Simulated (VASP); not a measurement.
# BN (P6_3/mmc) in VASP: further runs, part 2 of 2

VASP 6.6.1. The steps go on from the part before.

### Step 3. Relaxation of cell and atoms, PBEsol, target pressure 5 GPa, at which the enthalpy is minimised

INCAR

```
PREC = Accurate
ENCUT = 600
EDIFF = 1E-6
ISMEAR = -1
SIGMA = 0.05
LREAL = F
LASPH = T
NELM = 80
ALGO = Normal
ISIF = 3
LWAVE = F
LCHARG = F
GGA = PS
IBRION = 2
NSW = 80
EDIFFG = -0.02
PSTRESS = 50.0
```

KPOINTS

```
Automatic mesh
0
Gamma
  12 12 4
```

POSCAR

```
BN
1.0
    2.4982400000      0.0000000000      0.0000000000
   -1.2491200000      2.1635393048      0.0000000000
    0.0000000000      0.0000000000      6.6357000000
N B
2 2
Direct
    0.6666666667      0.3333333333      0.2500000000
    0.3333333333      0.6666666667      0.7500000000
    0.6666666667      0.3333333333      0.7500000000
    0.3333333333      0.6666666667      0.2500000000
```

Potentials or basis: VASP PAW PBE potentials, release 64 (N, B).

Started as:

```console
$ cat potpaw_PBE.64/N/POTCAR potpaw_PBE.64/B/POTCAR > POTCAR
$ mpirun -np 1 vasp_std > vasp.out
```

OUTCAR:

```text
PREC = Accurate
   ENCUT = 600
   EDIFF = 1E-6
   ISMEAR = -1
   LREAL = F
   LASPH = T
   NELM = 80
   ISIF = 3
   GGA = PS
   IBRION = 2
   NSW = 80
   EDIFFG = -0.02
   PSTRESS = 50.0

 ion  position               nearest neighbor table
   1  0.667  0.333  0.250-   4 1.44   4 1.44   4 1.44
   2  0.333  0.667  0.750-   3 1.44   3 1.44   3 1.44
   3  0.667  0.333  0.750-   2 1.44   2 1.44   2 1.44
   4  0.333  0.667  0.250-   1 1.44   1 1.44   1 1.44

  LATTYP: Found a hexagonal cell.
 ALAT       =     2.4982400000
 C/A-ratio  =     2.6561499296

  Lattice vectors:

 A1 = (   2.4982400000,   0.0000000000,   0.0000000000)
 A2 = (  -1.2491200000,   2.1635393048,   0.0000000000)
 A3 = (   0.0000000000,   0.0000000000,   6.6357000000)

Analysis of symmetry for initial positions (statically):
=====================================================================
 Subroutine PRICEL returns:
 Original cell was already a primitive cell.

 Routine SETGRP: Setting up the symmetry group for a
 hexagonal supercell.

 Subroutine GETGRP returns: Found 24 space group operations
 (whereof 12 operations were pure point group operations)
 out of a pool of 24 trial point group operations.

The static configuration has the point symmetry D_3d.
 The point group associated with its full space group is D_6h.

Analysis of symmetry for dynamics (positions and initial velocities):
=====================================================================
 Subroutine PRICEL returns:
 Original cell was already a primitive cell.

 Routine SETGRP: Setting up the symmetry group for a
 hexagonal supercell.

[... 153 lines left out ...]
  ---------------------------------------------------
  ext. energy  EPLUGINS =         0.00000000
  ---------------------------------------------------
  free energy    TOTEN  =       -36.56981712 eV

  energy without entropy =      -36.56981712  energy(sigma->0) =      -36.56981712

------------------------ aborting loop because EDIFF is reached ----------------------------------------

  FORCE on cell =-STRESS in cart. coord.  units (eV):
  Direction    XX          YY          ZZ          XY          YZ          ZX
  --------------------------------------------------------------------------------------
  -------------------------------------------------------------------------------------
  Total        0.6899447      0.6899447      0.1558651      0.0000000      0.0000000      0.0000000
  in kB       30.8204641     30.8204641      6.9626389      0.0000000      0.0000000      0.0000000
  external PRESSURE =     -27.1321443 kB  Pullay stress =      50.0000000 kB
[... 103 lines left out ...]
  energy  without entropy=      -36.5523869273  energy(sigma->0) =      -36.55238693

  enthalpy is  TOTEN    =       -35.4589791216 eV   P V=        1.0934078057

[... ionic steps 4 to 8 ...]

--------------------------------------- Ionic step        9  -------------------------------------------

 number of electron      15.9999997 magnetization

------------------------ aborting loop because EDIFF is reached ----------------------------------------
[... 75 lines left out ...]
--------------------------------------- Ionic step       11  -------------------------------------------

 number of electron      15.9999997 magnetization

 Free energy of the ion-electron system (eV)
  ---------------------------------------------------
  ext. energy  EPLUGINS =         0.00000000
  ---------------------------------------------------
  free energy    TOTEN  =       -36.51728267 eV

  energy without entropy =      -36.51728267  energy(sigma->0) =      -36.51728267

 E-fermi :   4.2348     XC(G=0): -10.9891

 val. band max:        3.1766849712   @ k =   0.3333   0.2500   0.0000
 cond. band min:       7.1670567533   @ k =   0.5000   0.0000   0.0000
 fundamental gap:      3.9903717821
 Fermi energy:         4.2348431827

 k-point     1 :       0.0000    0.0000    0.0000
  band No.  band energies     occupation
      1     -14.8892      2.00000
      2     -14.2672      2.00000
      3      -3.7808      2.00000
      4      -0.3523      2.00000
      5       1.7808      2.00000
      6       1.7808      2.00000
      7       1.8779      2.00000
      8       1.8779      2.00000
      9       8.9343      0.00000
     10      14.4974      0.00000
     11      14.6039      0.00000
     12      14.6039      0.00000
[... 331 lines left out ...]
 k-point    24 :       0.3333    0.0000    0.2500
  band No.  band energies     occupation
      1     -12.7713      2.00000
      2     -12.4481      2.00000
      3      -3.8630      2.00000
      4      -3.7146      2.00000
      5      -0.5246      2.00000
      6      -0.5098      2.00000
      7      -0.4022      2.00000
      8       1.4602      2.00000
      9       9.7305      0.00000
     10      10.8554      0.00000
     11      12.5250      0.00000
     12      13.3011      0.00000

 [... further k-points ...]

------------------------ aborting loop because EDIFF is reached ----------------------------------------

  FORCE on cell =-STRESS in cart. coord.  units (eV):
  Direction    XX          YY          ZZ          XY          YZ          ZX
  --------------------------------------------------------------------------------------
  -------------------------------------------------------------------------------------
  Total        1.0201716      1.0201716      1.0003679      0.0000000      0.0000000     -0.0000000
  in kB       50.4495396     50.4495396     49.4702062      0.0000000      0.0000000     -0.0000000
  external PRESSURE =       0.1230951 kB  Pullay stress =      50.0000000 kB
[... 23 lines left out ...]
  energy  without entropy=      -36.5172826722  energy(sigma->0) =      -36.51728267

  enthalpy is  TOTEN    =       -35.5062014979 eV   P V=        1.0110811743

 reached required accuracy - stopping structural energy minimisation
```

OSZICAR:

```text
N       E                     dE             d eps       ncg     rms          rms(c)
DAV:   1     0.753249821633E+02    0.75325E+02   -0.90347E+03  1368   0.139E+03
DAV:   2    -0.348936804016E+02   -0.11022E+03   -0.10043E+03  2056   0.294E+02
DAV:   3    -0.399916511464E+02   -0.50980E+01   -0.50510E+01  1728   0.651E+01
[... 92 lines left out ...]
DAV:   2    -0.365173382773E+02    0.83555E-03   -0.20127E-03  1568   0.425E-01    0.591E-02
DAV:   3    -0.365172919160E+02    0.46361E-04   -0.23593E-04  1580   0.147E-01    0.186E-02
DAV:   4    -0.365172838193E+02    0.80967E-05   -0.14984E-05  1676   0.382E-02    0.933E-03
DAV:   5    -0.365172825232E+02    0.12961E-05   -0.43774E-06  1528   0.169E-02    0.424E-03
DAV:   6    -0.365172826722E+02   -0.14909E-06   -0.33601E-07   724   0.690E-03
  11 F= -.35506201E+02 E0= -.35506201E+02  d E =-.712891E-03
```

Run time: 2.6 min. Hardware: 1 thread of Intel Xeon Platinum 8259CL at 2.50GHz (Skylake/Cascade Lake), shared host; peak memory 0.16 GiB.

What came out:

```
Free energy                                            : -36.5173 eV
Relaxed volume                                         : 8.10 Å³/atom
Relaxed cell                                           : a = 2.496 Å, b = 2.496 Å, c = 6.007 Å, α = 90.00°, β = 90.00°, γ = 120.00°
Space group after relaxing (to 0.05 Å)                 : P6_3/mmc (No. 194)
Energy change on relaxing (the enthalpy is what falls) : +13.1 meV/atom
Ionic steps                                            : 11
Pressure after relaxing                                : 5.0 GPa
Band gap on the k mesh                                 : 3.99 eV, indirect (least direct gap 4.28 eV)
```

The path:
| step | energy change (eV) | largest force (eV/Å) | pressure (GPa) | volume (Å³) |
| --- | --- | --- | --- | --- |
| 1 | 0.0000 | 0.0000 | 2.29 | 35.87 |
| 2 | 0.0160 | 0.0000 | 6.39 | 35.08 |
| 3 | 0.0174 | 0.0000 | 6.64 | 35.04 |
| 4 | 0.0180 | 0.0000 | 6.60 | 34.86 |
| 5 | 0.0210 | 0.0000 | 6.46 | 34.31 |
| 6 | 0.0346 | 0.0000 | 6.33 | 33.22 |
| 7 | 0.1092 | 0.0000 | 6.92 | 31.01 |
| 8 | 0.0550 | 0.0000 | 6.42 | 32.35 |
| 9 | 0.0586 | 0.0000 | 6.45 | 32.23 |
| 10 | 0.0484 | 0.0000 | 3.77 | 32.55 |
| 11 | 0.0525 | 0.0000 | 5.01 | 32.40 |

Final structure:
```
N B
1.0
     2.49566    0.00000    0.00000
    -1.24783    2.16130    0.00000
     0.00000    0.00000    6.00656
N B
2 2
Direct
  0.66667 0.33333 0.25000
  0.33333 0.66667 0.75000
  0.66667 0.33333 0.75000
  0.33333 0.66667 0.25000
```

Levels at points of the mesh, in eV from the valence-band top:
| k point | band 6 | band 7 | band 8 | band 9 | band 10 | band 11 |
| --- | --- | --- | --- | --- | --- | --- |
| (0.00, 0.00, 0.00) | -1.40 | -1.30 | -1.30 | 5.76 | 11.32 | 11.43 |
| (0.50, 0.00, 0.00) | -4.11 | -1.97 | -0.29 | 3.99 | 6.09 | 9.60 |
| (0.00, 0.00, 0.50) | -1.35 | -1.35 | -1.35 | 8.73 | 8.73 | 11.56 |
| (0.50, 0.00, 0.50) | -4.19 | -1.04 | -1.04 | 4.55 | 4.55 | 9.94 |

Caveat: the cell is relaxed towards a set pressure, so the enthalpy falls and the energy may rise; the PAW data sets were made with another functional, which shifts forces and pressure a little; this functional lacks dispersion, which binds the layers, so the pressure and a relaxed spacing across them are unreliable. A k mesh can miss the band edges.
